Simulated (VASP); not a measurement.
# Be8H (P-42m) in VASP: notebook, part 2 of 2

VASP 6.6.1.

**3. Relaxation of cell and atoms, PBE**

This run uses another cell than the first one, of 7.68 Å³/atom.

Input file INCAR:

```
SYSTEM = Be8H
ALGO = Normal ; EDIFF = 1E-7
EDIFFG = -0.025 ; ENCUT = 600
GGA = PE ; IBRION = 2
ISIF = 3 ; ISMEAR = 0
LASPH = .TRUE. ; LCHARG = .FALSE.
LREAL = .FALSE. ; LWAVE = .FALSE.
NELM = 100 ; NSW = 90
PREC = Accurate ; SIGMA = 0.1
```

Input file KPOINTS:

```
k-points
0
G
  6 10 10
  0 0 0
```

Input file POSCAR:

```
Be8H
1.0
    6.5425440053      0.0000000000      0.0000000000
    0.0000000000      3.2511457139      0.0000000000
    0.0000000000      0.0000000000      3.2511513436
Be H
8 1
Direct
    0.3964509606      0.7447459769      0.7447455769
    0.8674426788      0.7483779170      0.7483779774
    0.1035490394      0.2552540231      0.7447455769
    0.6325573212      0.2516220830      0.7483779774
    0.1035490394      0.7447459769      0.2552544231
    0.6325573212      0.7483779170      0.2516220226
    0.3964509606      0.2552540231      0.2552544231
    0.8674426788      0.2516220830      0.2516220226
    0.2500000000      0.0000000000      0.0000000000
```

Potentials or basis: VASP PAW PBE potentials, release 64 (Be, H).

The run is started by

```bash
$ cat potpaw_PBE.64/Be/POTCAR potpaw_PBE.64/H/POTCAR > POTCAR
$ mpirun -np 1 vasp_std > vasp.out
```

OUTCAR:

```text
SYSTEM = Be8H
   EDIFF = 1E-7
   EDIFFG = -0.025
   ENCUT = 600
   GGA = PE
   IBRION = 2
   ISIF = 3
   ISMEAR = 0
   LASPH = .TRUE.
   LREAL = .FALSE.
   NELM = 100
   NSW = 90
   PREC = Accurate

 ion  position               nearest neighbor table
   1  0.396  0.745  0.745-   9 1.52   4 2.23   6 2.23   7 2.25   4 2.26   6 2.26   7 2.30   7 2.30
                             7 2.35
   2  0.867  0.748  0.748-   3 2.23   5 2.23   4 2.23   6 2.23   4 2.24   6 2.24   3 2.26   5 2.26
                             8 2.28   8 2.30   8 2.30   8 2.31
   3  0.104  0.255  0.745-   9 1.52   2 2.23   8 2.23   5 2.25   2 2.26   8 2.26   5 2.30   5 2.30
                             5 2.35
   4  0.633  0.252  0.748-   1 2.23   7 2.23   2 2.23   8 2.23   2 2.24   8 2.24   1 2.26   7 2.26
                             6 2.28   6 2.30   6 2.30   6 2.31
   5  0.104  0.745  0.255-   9 1.52   8 2.23   2 2.23   3 2.25   8 2.26   2 2.26   3 2.30   3 2.30
                             3 2.35
   6  0.633  0.748  0.252-   7 2.23   1 2.23   8 2.23   2 2.23   8 2.24   2 2.24   7 2.26   1 2.26
                             4 2.28   4 2.30   4 2.30   4 2.31
   7  0.396  0.255  0.255-   9 1.52   6 2.23   4 2.23   1 2.25   6 2.26   4 2.26   1 2.30   1 2.30
                             1 2.35
[... 648 lines left out ...]
     13      12.6689      0.00000

 [... further k-points ...]

------------------------ aborting loop because EDIFF is reached ----------------------------------------

  FORCE on cell =-STRESS in cart. coord.  units (eV):
  Direction    XX          YY          ZZ          XY          YZ          ZX
  --------------------------------------------------------------------------------------
  -------------------------------------------------------------------------------------
  Total        0.1666786     -0.0727190     -0.0727192      0.0000000     -0.0000000      0.0000000
  in kB        3.8595888     -1.6838710     -1.6838768      0.0000000     -0.0000000      0.0000000
  external PRESSURE =       0.1639470 kB  Pullay stress =       0.0000000 kB

 VOLUME and BASIS-vectors are now :
 -----------------------------------------------------------------------------
  energy-cutoff  :      600.00
  volume of cell :       69.19
      direct lattice vectors                 reciprocal lattice vectors
     6.551781271  0.000000000  0.000000000     0.152630248  0.000000000  0.000000000
     0.000000000  3.249710378  0.000000000     0.000000000  0.307719730 -0.000000000
     0.000000000  0.000000000  3.249716001     0.000000000 -0.000000000  0.307719198

 POSITION                                       TOTAL-FORCE (eV/Angst)
 -----------------------------------------------------------------------------------
      2.59674      2.42178      2.42178        -0.004144      0.015607      0.015607
      5.68358      2.43325      2.43325         0.006961      0.013389      0.013389
      0.67915      0.82793      2.42178         0.004144     -0.015607      0.015607
      4.14409      0.81646      2.43325        -0.006961     -0.013389      0.013389
      0.67915      2.42178      0.82794         0.004144      0.015607     -0.015607
      4.14409      2.43325      0.81646        -0.006961      0.013389     -0.013389
      2.59674      0.82793      0.82794        -0.004144     -0.015607     -0.015607
      5.68358      0.81646      0.81646         0.006961     -0.013389     -0.013389
      1.63795      0.00000      0.00000         0.000000      0.000000      0.000000
 -----------------------------------------------------------------------------------
    total drift:                                0.000000     -0.000000     -0.000000

  FREE ENERGIE OF THE ION-ELECTRON SYSTEM (eV)
  ---------------------------------------------------
  free  energy   TOTEN  =       -31.3970068627 eV

  energy  without entropy=      -31.3861618340  energy(sigma->0) =      -31.39158435

 reached required accuracy - stopping structural energy minimisation
```

OSZICAR:

```text
N       E                     dE             d eps       ncg     rms          rms(c)
DAV:   1     0.208403319577E+02    0.20840E+02   -0.70159E+03  2184   0.120E+03
DAV:   2    -0.295875881723E+02   -0.50428E+02   -0.46987E+02  3010   0.190E+02
[... 15 lines left out ...]
DAV:   1    -0.313970943981E+02   -0.98651E-03   -0.11041E-02  2524   0.712E-01    0.379E-02
DAV:   2    -0.313970305199E+02    0.63878E-04   -0.43772E-04  2704   0.184E-01    0.194E-02
DAV:   3    -0.313970064964E+02    0.24023E-04   -0.74084E-05  2714   0.564E-02    0.264E-03
DAV:   4    -0.313970071321E+02   -0.63570E-06   -0.77725E-06  2692   0.225E-02    0.144E-03
DAV:   5    -0.313970068815E+02    0.25059E-06   -0.13679E-07  2321   0.345E-03    0.246E-04
DAV:   6    -0.313970068627E+02    0.18837E-07   -0.18769E-08  1717   0.143E-03
   2 F= -.31397007E+02 E0= -.31391584E+02  d E =-.899002E-03
```

Run time: 60 s. Hardware: 1 thread of Intel Xeon 6975P-C (Granite Rapids), shared host; peak memory 0.24 GiB.

Results:

| Quantity | Value |
| --- | --- |
| Free energy | -31.3970 eV |
| Relaxed volume | 7.69 Å³/atom |
| Relaxed cell | a = 6.552 Å, b = 3.250 Å, c = 3.250 Å, α = 90.00°, β = 90.00°, γ = 90.00° |
| Space group after relaxing (to 0.1 Å) | P-42m (No. 111) |
| Energy gained by relaxing | 0.1 meV/atom |
| Ionic steps | 2 |
| Pressure after relaxing | 0.0 GPa |
| Largest force after relaxing | 0.022 eV/Å |
| Band gap on the k mesh | zero (an odd number of electrons rules out a gap without spin polarisation) |

Forces in eV/Å, atoms in the order of the input:
```
Be  -0.004  0.016  0.016
Be   0.007  0.013  0.013
Be   0.004 -0.016  0.016
Be  -0.007 -0.013  0.013
Be   0.004  0.016 -0.016
Be  -0.007  0.013 -0.013
Be  -0.004 -0.016 -0.016
Be   0.007 -0.013 -0.013
H    0.000  0.000  0.000
```

The path:
```
step  energy change (eV)  largest force (eV/Å)  pressure (GPa)  volume (Å³)
   1              0.0000                0.0483            0.08        69.15
   2             -0.0009                0.0225            0.02        69.19
```

Final structure:
```
Be H
1.0
     6.55178    0.00000    0.00000
     0.00000    3.24971    0.00000
     0.00000    0.00000    3.24972
Be H
8 1
Direct
  0.39634 0.74523 0.74523
  0.86749 0.74876 0.74876
  0.10366 0.25477 0.74523
  0.63251 0.25124 0.74876
  0.10366 0.74523 0.25477
  0.63251 0.74876 0.25124
  0.39634 0.25477 0.25477
  0.86749 0.25124 0.25124
  0.25000 0.00000 0.00000
```
